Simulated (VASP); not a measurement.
Input of a VASP 6.6.1 run:

The input INCAR:

```
PREC = Accurate
ENCUT = 520
EDIFF = 1E-6
ISMEAR = -5
SIGMA = 0.05
LREAL = False
LASPH = True
NELM = 80
ALGO = Normal
ISIF = 2
LWAVE = False
LCHARG = False
GGA = VW
NBANDS = 15
```

Contents of KPOINTS:

```
regular mesh
0
Gamma
  9 9 9
```

Contents of POSCAR:

```
KF
1.0
    0.0000000000      2.5813170483      2.5813170483
    2.5813170483      0.0000000000      2.5813170483
    2.5813170483      2.5813170483      0.0000000000
K F
1 1
Direct
    0.0000000000      0.0000000000      0.0000000000
    0.5000000000      0.5000000000      0.5000000000
```

Potentials or basis: VASP PAW PBE potentials, release 64 (K_sv, F).

Run with:

```sh
$ cat potpaw_PBE.64/K_sv/POTCAR potpaw_PBE.64/F/POTCAR > POTCAR
$ mpirun -np 1 vasp_std > vasp.out
```

(1) What does it give for the band gap on the k mesh?

(2) Estimate the pressure.

Results:

(1) 6.35 eV.

(2) 0.1 GPa.

Caveat: the PAW data sets were made with another functional, which shifts forces and pressure a little; an odd mesh through Γ misses points on the zone boundary, where band edges can lie.
